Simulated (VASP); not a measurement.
# TiSb2N3 (R-3m) in VASP: a series of runs, part 2 of 2

VASP 6.6.1. Earlier steps stand in the parts before.

### Step 3. Relaxation of cell and atoms, PBE, collinear spin

This run uses another cell than the first one, of 18.88 Å³/atom.

Input file INCAR:

```
PREC = Accurate
ENCUT = 600
EDIFF = 1E-7
ISMEAR = 0
SIGMA = 0.15
LREAL = False
LASPH = True
NELM = 150
ALGO = Normal
ISIF = 3
LWAVE = False
LCHARG = False
ISPIN = 2
MAGMOM = 1 0 0 0 0 0
LORBIT = 11
LMAXMIX = 4
GGA = PE
IBRION = 2
NSW = 36
EDIFFG = -0.08
```

Input file KPOINTS:

```
regular mesh
0
Gamma
  3 3 3
```

Input file POSCAR:

```
TiSb2N3
1.0
    2.7450042500      1.5848289400      4.3392025100
   -2.7450042500      1.5848289400      4.3392025100
    0.0000000000     -3.1696578800      4.3392025100
Ti Sb N
1 2 3
Direct
    0.0000000000      0.0000000000      0.0000000000
    0.6662365900      0.6662365900      0.6662365900
    0.3337634100      0.3337634100      0.3337634100
    0.0000000000      0.0000000000      0.5000000000
    0.5000000000      0.0000000000      0.0000000000
    0.0000000000      0.5000000000      0.0000000000
```

Potentials or basis: VASP PAW PBE potentials, release 64 (Ti_sv, Sb, N).

Run with:

```console
$ cat potpaw_PBE.64/Ti_sv/POTCAR potpaw_PBE.64/Sb/POTCAR potpaw_PBE.64/N/POTCAR > POTCAR
$ mpirun -np 1 vasp_std > vasp.out
```

OUTCAR:

```text
PREC = Accurate
   ENCUT = 600
   EDIFF = 1E-7
   ISMEAR = 0
   LREAL = False
   LASPH = True
   NELM = 150
   ISIF = 3
   ISPIN = 2
   LORBIT = 11
   GGA = PE
   IBRION = 2
   NSW = 36
   EDIFFG = -0.08

 ion  position               nearest neighbor table
   1  0.000  0.000  0.000-   2 3.17   3 3.17   2 3.17   2 3.17   3 3.17   3 3.17
   2  0.666  0.666  0.666-   4 2.69   5 2.69   6 2.69   1 3.17   1 3.17   1 3.17   3 3.17   3 3.17
                             3 3.17
   3  0.334  0.334  0.334-   4 2.69   5 2.69   6 2.69   1 3.17   1 3.17   1 3.17   2 3.17   2 3.17
                             2 3.17
   4  0.000  0.000  0.500-   2 2.69   3 2.69
   5  0.500  0.000  0.000-   2 2.69   3 2.69
   6  0.000  0.500  0.000-   2 2.69   3 2.69

  LATTYP: Found a trigonal (rhomboedric) cell.
 ALAT       =     5.3735844205
 COS(alpha) =     0.4780992923

  Lattice vectors:

 A1 = (   2.7450042500,   1.5848289400,   4.3392025100)
 A2 = (  -2.7450042500,   1.5848289400,   4.3392025100)
 A3 = (   0.0000000000,  -3.1696578800,   4.3392025100)

Analysis of symmetry for initial positions (statically):
=====================================================================
 Subroutine PRICEL returns:
 Original cell was already a primitive cell.

 Routine SETGRP: Setting up the symmetry group for a
 trigonal (rhombohedral) supercell.

 Subroutine GETGRP returns: Found 12 space group operations
 (whereof 12 operations were pure point group operations)
 out of a pool of 12 trial point group operations.

The static configuration has the point symmetry D_3d.

Analysis of symmetry for dynamics (positions and initial velocities):
=====================================================================
 Subroutine PRICEL returns:
 Original cell was already a primitive cell.

 Routine SETGRP: Setting up the symmetry group for a
 trigonal (rhombohedral) supercell.

 Subroutine GETGRP returns: Found 12 space group operations
 (whereof 12 operations were pure point group operations)
[... 164 lines left out ...]
  -------------------------------------------------------------------------------------
  Total       -8.3757392     -8.3757392    -25.2292797      0.0000000     -0.0000000      0.0000000
  in kB     -118.4805732   -118.4805728   -356.8854565      0.0000000     -0.0000000      0.0000000
  external PRESSURE =    -197.9488675 kB  Pullay stress =       0.0000000 kB
[... 103 lines left out ...]
  FREE ENERGIE OF THE ION-ELECTRON SYSTEM (eV)
  ---------------------------------------------------
  free  energy   TOTEN  =       -36.3668723079 eV

  energy  without entropy=      -36.3372704896  energy(sigma->0) =      -36.35207140

 E-fermi :  11.7295     XC(G=0): -12.0123

 val. band max:       11.7189660927   @ k =  -0.3333   0.3333   0.0000
 cond. band min:      11.8420624197   @ k =   0.3333   0.3333  -0.0000
 fundamental gap:      0.1230963269
 Fermi energy:        11.7294743704

 spin component 1

 k-point     1 :       0.0000    0.0000    0.0000
  band No.  band energies     occupation
      1     -46.3289      1.00000
      2     -22.7323      1.00000
      3     -22.5940      1.00000
      4     -22.5940      1.00000
      5      -7.2121      1.00000
      6      -3.5865      1.00000
[... 304 lines left out ...]
     22      14.0003      0.00000
     23      14.7031      0.00000

[... ionic steps 4 to 9 ...]

--------------------------------------- Ionic step       10  -------------------------------------------

 number of electron      36.9999998 magnetization       0.0000000

------------------------ aborting loop because EDIFF is reached ----------------------------------------
[... 75 lines left out ...]
--------------------------------------- Ionic step       12  -------------------------------------------

 number of electron      36.9999999 magnetization       0.0000003

 Free energy of the ion-electron system (eV)
  ---------------------------------------------------
  ext. energy  EPLUGINS =         0.00000000
  ---------------------------------------------------
  free energy    TOTEN  =       -40.01819777 eV

  energy without entropy =      -39.99123922  energy(sigma->0) =      -40.00471850

 E-fermi :   9.1672     XC(G=0): -11.0690

 val. band max:        9.1269679885   @ k =   0.3333   0.3333  -0.0000
 cond. band min:       9.3116005980   @ k =   0.3333   0.0000  -0.0000
 fundamental gap:      0.1846326095
 Fermi energy:         9.1671779249

 spin component 1

 k-point     1 :       0.0000    0.0000    0.0000
  band No.  band energies     occupation
      1     -49.1342      1.00000
      2     -25.4198      1.00000
      3     -25.4198      1.00000
      4     -25.2976      1.00000
      5      -8.2435      1.00000
      6      -5.4526      1.00000
[... 337 lines left out ...]
  FREE ENERGIE OF THE ION-ELECTRON SYSTEM (eV)
  ---------------------------------------------------
  free  energy   TOTEN  =       -40.0181977717 eV

  energy  without entropy=      -39.9912392229  energy(sigma->0) =      -40.00471850

 reached required accuracy - stopping structural energy minimisation

 total charge

# of ion       s       p       d       tot
------------------------------------------
    1        2.163   6.166   1.803  10.132
    2        1.244   0.991   0.113   2.348
    3        1.244   0.991   0.113   2.348
    4        1.262   2.383   0.000   3.645
    5        1.262   2.383   0.000   3.645
    6        1.262   2.383   0.000   3.645
--------------------------------------------------
tot          8.438  15.297   2.028  25.764

 magnetization (x)

# of ion       s       p       d       tot
------------------------------------------
    1        0.000   0.000   0.000   0.000
    2        0.000   0.000   0.000   0.000
    3        0.000   0.000   0.000   0.000
    4        0.000   0.000   0.000   0.000
    5        0.000   0.000   0.000   0.000
    6        0.000   0.000   0.000   0.000
--------------------------------------------------
tot          0.000   0.000   0.000   0.000
```

Wall time 7.4 min (1 thread of Intel Xeon 6975P-C (Granite Rapids), shared host); peak memory 0.43 GiB.

What came out:

| Property | Result |
| --- | --- |
| Free energy | -40.0182 eV |
| Relaxed volume | 14.49 Å³/atom |
| Relaxed cell | a = 4.464 Å, b = 4.464 Å, c = 4.464 Å, α = 82.62°, β = 82.62°, γ = 82.62° |
| Space group after relaxing (to 0.1 Å) | R-3m (No. 166) |
| Energy gained by relaxing | 1465.3 meV/atom |
| Ionic steps | 12 |
| Pressure after relaxing | 0.2 GPa |
| Largest force after relaxing | 0.006 eV/Å |
| Net moment | 0.00 μB per cell |
| Valence electrons inside the program's atomic spheres | Ti 10.13; Sb 2.35; N 3.65 |

Forces in eV/Å, atoms in the order of the input:
```
Ti   0.000  0.000  0.000
Sb   0.000  0.000 -0.006
Sb   0.000  0.000  0.006
N    0.000  0.000  0.000
N    0.000  0.000  0.000
N    0.000  0.000  0.000
```

Step by step:
| step | energy change (eV) | largest force (eV/Å) | pressure (GPa) | volume (Å³) |
| --- | --- | --- | --- | --- |
| 1 | 0.0000 | 1.8224 | -19.79 | 113.26 |
| 2 | -5.0540 | 1.1508 | 6.81 | 78.54 |
| 3 | -5.1404 | 0.8971 | 12.84 | 75.96 |
| 4 | -7.2815 | 2.5225 | 38.98 | 71.84 |
| 5 | -7.4333 | 1.9437 | 33.60 | 72.49 |
| 6 | -8.5020 | 0.0179 | 4.67 | 84.77 |
| 7 | -8.5780 | 0.2474 | 8.83 | 82.19 |
| 8 | -8.7548 | 0.5718 | 1.10 | 84.98 |
| 9 | -8.7556 | 0.5261 | 1.55 | 84.80 |
| 10 | -8.7735 | 0.4207 | 0.78 | 85.58 |
| 11 | -8.7883 | 0.1926 | -0.68 | 87.22 |
| 12 | -8.7917 | 0.0058 | 0.20 | 86.94 |

Final structure:
```cif
data_structure
_symmetry_space_group_name_H-M 'P 1'
_symmetry_Int_Tables_number 1
_cell_length_a 4.4644
_cell_length_b 4.4644
_cell_length_c 4.4644
_cell_angle_alpha 82.623
_cell_angle_beta 82.623
_cell_angle_gamma 82.623
_cell_volume 86.94
loop_
_atom_site_label
_atom_site_type_symbol
_atom_site_fract_x
_atom_site_fract_y
_atom_site_fract_z
_atom_site_occupancy
Ti1 Ti 0.00000 0.00000 0.00000 1
Sb1 Sb 0.68588 0.68588 0.68588 1
Sb2 Sb 0.31412 0.31412 0.31412 1
N1 N 0.00000 0.00000 0.50000 1
N2 N 0.50000 0.00000 0.00000 1
N3 N 0.00000 0.50000 0.00000 1
```

Caveat: the k points lie up to 0.48 Å⁻¹ apart in the final cell; the volume moved by over 15 % at a fixed basis, so the end points are rough; spin-orbit coupling is left out, which moves the levels of the heavy elements.

### Step 4. Relaxation of cell and atoms, PBE

This run uses another cell than the first one, of 14.53 Å³/atom.

Input file INCAR:

```
SYSTEM = TiSb2N3
PREC = Accurate
ENCUT = 600
EDIFF = 1E-6
ISMEAR = 0
SIGMA = 0.1
LREAL = .False.
LASPH = .True.
NELM = 100
ALGO = Normal
ISIF = 3
LWAVE = .False.
LCHARG = .False.
GGA = PE
IBRION = 2
NSW = 100
EDIFFG = -0.01
```

Input file KPOINTS:

```
regular mesh
0
Gamma
  6 6 6
  0 0 0
```

Input file POSCAR:

```
TiSb2N3
1.0
    2.9444398484      1.6999731391      2.9036833452
   -2.9444398484      1.6999731391      2.9036833452
    0.0000000000     -3.3999462782      2.9036833452
Ti Sb N
1 2 3
Direct
    0.0000000000      0.0000000000      0.0000000000
    0.6870665613      0.6870665613      0.6870665613
    0.3129334387      0.3129334387      0.3129334387
    0.0000000000      0.0000000000      0.5000000000
    0.5000000000      0.0000000000      0.0000000000
    0.0000000000      0.5000000000      0.0000000000
```

Run with:

```console
$ cat potpaw_PBE.64/Ti_sv/POTCAR potpaw_PBE.64/Sb/POTCAR potpaw_PBE.64/N/POTCAR > POTCAR
$ mpirun -np 1 vasp_std > vasp.out
```

It took 2.7 min on 1 thread of Intel Xeon 6975P-C (Granite Rapids), shared host; peak memory 0.28 GiB.

The run converged. Its results:

```
Free energy                           : -40.1105 eV
Relaxed volume                        : 14.32 Å³/atom
Relaxed cell                          : a = 4.455 Å, b = 4.455 Å, c = 4.455 Å, α = 81.84°, β = 81.84°, γ = 81.84°
Space group after relaxing (to 0.1 Å) : R-3m (No. 166)
Energy gained by relaxing             : 2.8 meV/atom
Ionic steps                           : 7
Pressure after relaxing               : 0.0 GPa
Largest force after relaxing          : 0.007 eV/Å
Band gap on the k mesh                : zero (an odd number of electrons rules out a gap without spin polarisation)
```

Forces on the atoms (eV/Å):
```
Ti   0.000  0.000  0.000
Sb   0.000  0.000  0.007
Sb   0.000  0.000 -0.007
N    0.000  0.000  0.000
N    0.000  0.000  0.000
N    0.000  0.000  0.000
```

Step by step:
```csv
step,energy change (eV),largest force (eV/Å),pressure (GPa),volume (Å³)
1,0.0000,0.3351,-0.28,87.21
2,-0.0137,0.0001,-1.11,86.88
3,-0.0137,0.0077,-1.08,86.88
4,-0.0153,0.1182,0.78,85.57
5,-0.0164,0.0755,0.06,86.07
6,-0.0170,0.0297,0.03,86.00
7,-0.0171,0.0074,0.01,85.94
```

Final structure:
```
CELL_PARAMETERS angstrom
2.91788 1.68464 2.91399
-2.91788 1.68464 2.91399
0.00000 -3.36928 2.91399
ATOMIC_POSITIONS crystal
Ti 0.00000 0.00000 0.00000
Sb 0.68408 0.68408 0.68408
Sb 0.31592 0.31592 0.31592
N 0.00000 0.00000 0.50000
N 0.50000 0.00000 0.00000
N 0.00000 0.50000 0.00000
```

Levels at points of the mesh, in eV from the Fermi level:
| k point | band 16 | band 17 | band 18 | band 19 | band 20 | band 21 |
| --- | --- | --- | --- | --- | --- | --- |
| (0.00, 0.00, 0.00) | -1.72 | -1.60 | -1.53 | -1.53 | -1.52 | -1.06 |
| (0.50, 0.00, 0.00) | -2.71 | -1.92 | -1.69 | -0.30 | 0.60 | 1.04 |
| (0.50, 0.50, 0.00) | -3.35 | -2.38 | -1.82 | 0.70 | 1.01 | 1.02 |
| (0.50, 0.50, 0.50) | -2.45 | -1.10 | -0.88 | 0.86 | 1.11 | 1.11 |

Caveat: spin-orbit coupling is left out, which moves the levels of the heavy elements.

### Step 5. The runs side by side

| task | level | spin | cell | k mesh | cutoff (eV) | smearing | gap on the mesh (eV) | pressure (GPa) | relaxed volume (Å³/atom) | largest force (eV/Å) |
| --- | --- | --- | --- | --- | --- | --- | --- | --- | --- | --- |
| single point | PBEsol | off | a = 4.458 Å, angles 81.8°, 6 atoms, atomic positions A | 6 × 6 × 6 | 520 | gaussian 0.1 eV | none | -4.8 | - | 0.08 |
| relaxation of cell and atoms | PBE | collinear | relaxed from a = 5.374 Å, angles 61.4°, 6 atoms, atomic positions B | 3 × 3 × 3 | 600 | gaussian 0.15 eV | none | 0.2 | 14.49 | 0.01 |
| relaxation of cell and atoms | PBE | off | relaxed from a = 4.471 Å, angles 82.4°, 6 atoms, atomic positions C | 6 × 6 × 6 | 600 | gaussian 0.1 eV | none | 0.0 | 14.32 | 0.01 |

Alike in all rows: potentials or basis VASP PAW PBE potentials, release 64 (Ti_sv, Sb, N).

Caveats: some runs use coarse meshes; spin-orbit coupling is left out, which moves the levels of the heavy elements; the cell stands under tension (at least some runs); the PAW data sets were made with another functional, which shifts forces and pressure a little (at least some runs); the volume moved by over 15 % at a fixed basis, so the end points are rough (at least some runs).

Absolute energies hang on the potentials; compare differences alone.
